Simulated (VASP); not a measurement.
Zr:

```
Zr
1.0
     3.23200    0.00000    0.00000
    -1.61600    2.79899    0.00000
     0.00000    0.00000    5.14700
Zr
2
Cartesian
  0.0000 1.8660 1.2868
  1.6160 0.9330 3.8603
```

Base run:

| Quantity | Value |
| --- | --- |
| Program | VASP 6.6.1 |
| Functional | PBE |
| Potentials or basis | VASP PAW PBE potentials, release 64 (Zr_sv) |
| Cutoff | 400 eV |
| k mesh | 11 × 11 × 6 |
| Occupations | fermi-dirac, width 0.05 eV |
| Spin | no spin polarisation |

Its results: band gap on the k mesh zero (band 12 reaches 9.86 eV, above the bottom of band 13 at 8.84 eV); pressure 0.2 GPa.

Question: The run is repeated on the same cell with these changes: functional from PBE to r2SCAN; cutoff from 400 eV to 520 eV; k mesh from 11 × 11 × 6 to 12 × 12 × 7. What comes out?

Answer: Band gap on the k mesh zero (band 12 reaches 10.02 eV, above the bottom of band 13 at 8.78 eV); pressure 1.0 GPa.

Several settings changed at once, so the effect can't be laid on one alone.

Caveats: the PAW data sets were made with another functional, which shifts forces and pressure a little (some runs).
